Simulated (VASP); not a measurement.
Set up this calculation in VASP 6.6.1, as the native input.

| Item | Value |
| --- | --- |
| Task | single point |
| Functional | PBE |
| Potentials or basis | VASP PAW PBE potentials, release 64 (In_d, Fe) |
| Cutoff | 520 eV |
| k mesh | 4 × 4 × 4 |
| Occupations | gaussian, width 0.1 eV |
| Spin | collinear spin, ferromagnetic start |
| Starting moments | [0.0, 0.0, 0.0, 0.0, 4.0] μB |
| Dipole correction | no |
| Further INCAR settings | ALGO = Normal; EDIFF = 1e-07; NBANDS = 42 |

The structure of In4Fe lies in POSCAR:

```
In4Fe
1.0
   -3.0988454269      3.0988454269      3.0988454269
    3.0988454269     -3.0988454269      3.0988454269
    3.0988454269      3.0988454269     -3.0988454269
In Fe
4 1
Direct
    0.0000000000      0.0000000000      0.5000000000
    0.0000000000      0.5000000000      0.0000000000
    0.5000000000      0.0000000000      0.0000000000
    0.5000000000      0.5000000000      0.5000000000
    0.0000000000      0.0000000000      0.0000000000
```

The cell was built from a structure type or drawn by symmetry, and may not be a known phase.

One way to write it, as run:

INCAR

```
SYSTEM = In4Fe
PREC = Accurate
ENCUT = 520
EDIFF = 1E-7
ISMEAR = 0
SIGMA = 0.1
LREAL = .FALSE.
LASPH = .TRUE.
NELM = 150
ALGO = Normal
ISIF = 2
LWAVE = .FALSE.
LCHARG = .TRUE.
ISPIN = 2
MAGMOM = 0 0 0 0 4
LORBIT = 11
LMAXMIX = 4
GGA = PE
LELF = .TRUE.
LVHAR = .TRUE.
NBANDS = 42
```

KPOINTS

```
regular mesh
0
G
  4 4 4
  0 0 0
```

Potentials or basis: VASP PAW PBE potentials, release 64 (In_d, Fe).

Run with:

```sh
$ cat potpaw_PBE.64/In_d/POTCAR potpaw_PBE.64/Fe/POTCAR > POTCAR
$ mpirun -np 1 vasp_std > vasp.out
```

Results of the run:

```
Pressure                                              : 0.0 GPa
Net moment                                            : 1.93 μB per cell
Site moments                                          : In -0.02; Fe +1.91 μB
Valence electrons inside the program's atomic spheres : In 11.43; Fe 7.12
```

It took 52 s on 1 thread of Intel(R) Xeon(R) 6975P-C (Granite Rapids), on a shared host, peak memory 0.31 GiB.
